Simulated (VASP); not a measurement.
Write the native input for VASP 6.6.1 that does the following.

| Quantity | Value |
| --- | --- |
| Task | relaxation of cell and atoms |
| Functional | revPBE |
| Potentials or basis | VASP PAW PBE potentials, release 64 (Mo_sv, S) |
| Cutoff | 600 eV |
| k mesh | 10 × 10 × 2 |
| Occupations | fermi-dirac, width 0.05 eV |
| Spin | no spin polarisation |
| Dipole correction | no |
| Further INCAR settings | ALGO = Normal; EDIFF = 1e-06; IBRION = 2; EDIFFG = -0.01; NSW = 60; ISIF = 3 |

The structure of MoS2 lies in POSCAR:

```
MoS2
1.0
    3.1845414560      0.0000000000      0.0000000000
   -1.5922707280      2.7578938003      0.0000000000
    0.0000000000      0.0000000000     21.6705347200
Mo S
2 4
Direct
    0.3333333333      0.6666666667      0.8511602300
    0.6666666667      0.3333333333      0.1488397700
    0.6666666667      0.3333333333      0.7796253900
    0.3333333333      0.6666666667      0.0772510000
    0.6666666667      0.3333333333      0.9227490000
    0.3333333333      0.6666666667      0.2203746100
```

These files were run (other wordings do the same):

INCAR

```
SYSTEM = MoS2
ALGO = Normal ; EDIFF = 1E-6
EDIFFG = -0.01 ; ENCUT = 600
GGA = RE ; IBRION = 2
ISIF = 3 ; ISMEAR = -1
LASPH = .True. ; LCHARG = .False.
LREAL = .False. ; LWAVE = .False.
NELM = 80 ; NSW = 60
PREC = Accurate ; SIGMA = 0.05
```

KPOINTS

```
k-points
0
Gamma
  10 10 2
  0 0 0
```

Potentials or basis: VASP PAW PBE potentials, release 64 (Mo_sv, S).

Launch:

```bash
$ cat potpaw_PBE.64/Mo_sv/POTCAR potpaw_PBE.64/S/POTCAR > POTCAR
$ mpirun -np 1 vasp_std > vasp.out
```

It gave:

```json
{
  "Relaxed cell": "a = 3.203 Å, b = 3.203 Å, c = 25.605 Å, α = 90.00°, β = 90.00°, γ = 120.00°",
  "Space group after relaxing (to 0.1 Å)": "P-3m1 (No. 164)",
  "Energy gained by relaxing": "12.9 meV/atom",
  "Ionic steps": "38",
  "Largest force after relaxing": "0.007 eV/Å",
  "Band gap on the k mesh": "1.64 eV (least direct gap 1.87 eV)"
}
```

Caveat: there is no dipole correction, which matters where the two faces differ; the relaxation moved the vacuum too, so the length across it says nothing of the material; the PAW data sets were made with another functional, which shifts forces and pressure a little.

Wall time 71 min on 1 thread of AMD EPYC 9R45 96-Core Processor (Zen 5) (shared host), peak memory 0.47 GiB.
